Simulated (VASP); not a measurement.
# Pt (P6_3/mmc) in VASP: a series of runs, part 2 of 2

VASP 6.6.1.

## 3. Single point, r2SCAN

File POSCAR:

```
Pt
1.0
    2.7606660000      0.0000000000      0.0000000000
   -1.3803330000      2.3908070000      0.0000000000
    0.0000000000      0.0000000000      4.7921340000
Pt
2
Direct
    0.6666666667      0.3333333333      0.7500000000
    0.3333333333      0.6666666667      0.2500000000
```

File INCAR.step1:

```
SYSTEM = Pt
PREC = Accurate
ENCUT = 520
ISMEAR = 1
SIGMA = 0.15
LREAL = .FALSE.
LASPH = .TRUE.
NELM = 100
NBANDS = 17
GGA = PE
ALGO = Normal
EDIFF = 1E-4
LWAVE = .TRUE.
LCHARG = .FALSE.
```

File INCAR.step2:

```
SYSTEM = Pt
PREC = Accurate
ENCUT = 520
EDIFF = 1E-6
ISMEAR = 1
SIGMA = 0.15
LREAL = .FALSE.
LASPH = .TRUE.
NELM = 100
ALGO = Normal
ISIF = 2
LWAVE = .FALSE.
LCHARG = .FALSE.
METAGGA = R2SCAN
LMIXTAU = .TRUE.
NBANDS = 17
ISTART = 1
```

File KPOINTS:

```
Automatic mesh
0
G
  14 14 7
  0 0 0
```

Potentials or basis: VASP PAW PBE potentials, release 64 (Pt).

On the command line:

```
$ cat potpaw_PBE.64/Pt/POTCAR > POTCAR
$ cp INCAR.step1 INCAR
$ mpirun -np 1 vasp_std > vasp.out
$ cp INCAR.step2 INCAR
$ mpirun -np 1 vasp_std > vasp.out
```

OUTCAR:

```text
SYSTEM = Pt
   PREC = Accurate
   ENCUT = 520
   EDIFF = 1E-6
   ISMEAR = 1
   LREAL = .FALSE.
   LASPH = .TRUE.
   NELM = 100
   ISIF = 2
   METAGGA = R2SCAN
   ISTART = 1

 ion  position               nearest neighbor table
   1  0.667  0.333  0.750-   2 2.88   2 2.88   2 2.88   2 2.88   2 2.88   2 2.88
   2  0.333  0.667  0.250-   1 2.88   1 2.88   1 2.88   1 2.88   1 2.88   1 2.88

  LATTYP: Found a hexagonal cell.
 ALAT       =     2.7606660000
 C/A-ratio  =     1.7358615638

  Lattice vectors:

 A1 = (   2.7606660000,   0.0000000000,   0.0000000000)
 A2 = (  -1.3803330000,   2.3908070000,   0.0000000000)
 A3 = (   0.0000000000,   0.0000000000,   4.7921340000)

Analysis of symmetry for initial positions (statically):
=====================================================================
 Subroutine PRICEL returns:
 Original cell was already a primitive cell.

 Routine SETGRP: Setting up the symmetry group for a
 hexagonal supercell.

 Subroutine GETGRP returns: Found 24 space group operations
 (whereof 12 operations were pure point group operations)
 out of a pool of 24 trial point group operations.

The static configuration has the point symmetry D_3d.
 The point group associated with its full space group is D_6h.

Analysis of symmetry for dynamics (positions and initial velocities):
=====================================================================
 Subroutine PRICEL returns:
 Original cell was already a primitive cell.

 Routine SETGRP: Setting up the symmetry group for a
 hexagonal supercell.

 Subroutine GETGRP returns: Found 24 space group operations
 (whereof 12 operations were pure point group operations)
 out of a pool of 24 trial point group operations.

The dynamic configuration has the point symmetry D_3d.
 The point group associated with its full space group is D_6h.

 Subroutine INISYM returns: Found 24 space group operations
 (whereof 12 operations are pure point group operations),
[... 113 lines left out ...]
   IALGO  =     38    algorithm
   IMIX   =      4    mixing-type and parameters
     AMIX     =   0.40;   BMIX     =  1.00
     AMIX_MAG =   1.60;   BMIX_MAG =  1.00
  volume/ion in A,a.u.               =      15.81       106.72
  Fermi-wavevector in a.u.,A,eV,Ry     =   1.405149  2.655347 26.863938  1.974444
  Thomas-Fermi vector in A             =   2.527639
   LORBIT       =      0    0 simple, 1 ext, 2 COOP (PROOUT), +10 PAW based schemes
   METAGGA = R2SCAN    functional components
   LHFCALC =     F    Hartree Fock is set to
   AEXX    =    0.0000 exact exchange contribution
   IVDW    =     0    specifies the selected vdW correction
   LEPSILON=     F    determine dielectric tensor
   LRPA    =     F    only Hartree local field effects (RPA)
 non-spin polarized calculation
 Methfessel and Paxton  Order N= 1 SIGMA  =   0.15
  energy-cutoff  :      520.00
  volume of cell :       31.63
 maximum number of plane-waves:       863
 NGX is ok and might be reduce to    24
   NGX = 11   NGY = 11   NGZ = 17

 number of electron      20.0000004 magnetization

 Free energy of the ion-electron system (eV)
  ---------------------------------------------------
  ext. energy  EPLUGINS =         0.00000000
  ---------------------------------------------------
  free energy    TOTEN  =      -102.86827133 eV

  energy without entropy =     -102.86965288  energy(sigma->0) =     -102.86873185

 E-fermi :  10.0748     XC(G=0): -14.2904

 val. band max:       10.0715278927   @ k =   0.2143   0.1429   0.2857
 cond. band min:      10.0934533188   @ k =   0.4286   0.0714   0.2857
 fundamental gap:      0.0219254262
 Fermi energy:        10.0747651588

 k-point     1 :       0.0000    0.0000    0.0000
  band No.  band energies     occupation
      1       0.1731      2.00000
      2       2.8315      2.00000
      3       6.0577      2.00000
      4       6.5684      2.00000
      5       6.5684      2.00000
      6       6.9391      2.00000
[... 457 lines left out ...]
      4       5.8821      2.00000
      5       6.2842      2.00000
      6       6.4034      2.00000
[... 9 lines left out ...]
     16      22.5470      0.00000
     17      24.0959      0.00000

 [... further k-points ...]

------------------------ aborting loop because EDIFF is reached ----------------------------------------

  FORCE on cell =-STRESS in cart. coord.  units (eV):
  Direction    XX          YY          ZZ          XY          YZ          ZX
  --------------------------------------------------------------------------------------
  -------------------------------------------------------------------------------------
  Total       -1.3061616     -1.3061617     -1.0277721      0.0000000      0.0000000      0.0000000
  in kB      -66.1637555    -66.1637618    -52.0619077      0.0000000      0.0000000      0.0000000
  external PRESSURE =     -61.4631417 kB  Pullay stress =       0.0000000 kB

 VOLUME and BASIS-vectors are now :
 -----------------------------------------------------------------------------
  energy-cutoff  :      520.00
  volume of cell :       31.63
      direct lattice vectors                 reciprocal lattice vectors
     2.760666000  0.000000000  0.000000000     0.362231433  0.209134405  0.000000000
    -1.380333000  2.390807000  0.000000000     0.000000000  0.418268810  0.000000000
     0.000000000  0.000000000  4.792134000     0.000000000  0.000000000  0.208675300

 POSITION                                       TOTAL-FORCE (eV/Angst)
 -----------------------------------------------------------------------------------
      1.38033      0.79694      3.59410         0.000000      0.000000      0.000000
     -0.00000      1.59387      1.19803        -0.000000     -0.000000      0.000000
 -----------------------------------------------------------------------------------
    total drift:                               -0.000000      0.000000     -0.000000

  FREE ENERGIE OF THE ION-ELECTRON SYSTEM (eV)
  ---------------------------------------------------
  free  energy   TOTEN  =      -102.8682713345 eV

  energy  without entropy=     -102.8696528801  energy(sigma->0) =     -102.86873185
```

It took 3.7 min on 1 thread of Intel Xeon 8259CL, shared host; peak memory 0.19 GiB.

Results:

| Property | Result |
| --- | --- |
| Free energy | -102.8683 eV |
| Pressure | -6.1 GPa |
| Band gap on the k mesh | zero (bands 10 and 11 overlap by 1.31 eV) |

Stress tensor (GPa, compression positive):
```
-6.62  0.00  0.00
 0.00 -6.62  0.00
 0.00  0.00 -5.21
```

Levels at points of the mesh, in eV from the Fermi level:
```
           k point  band 6  band 7  band 8  band 9  band 10  band 11  band 12  band 13  band 14  band 15
(0.00, 0.00, 0.00)   -3.14   -3.14   -1.88   -1.88    -0.49    -0.26    -0.26     4.95    16.11    16.59
(0.50, 0.00, 0.00)   -2.96   -2.53   -0.04    0.33     0.53     2.46     3.98     7.70     9.31    10.05
```

Caveat: the cell stands under tension; the PAW data sets were made with another functional, which shifts forces and pressure a little; spin-orbit coupling is left out, which moves the levels of the heavy elements.

The gap in the log of VASP goes by the Fermi energy; the results here count the filled bands.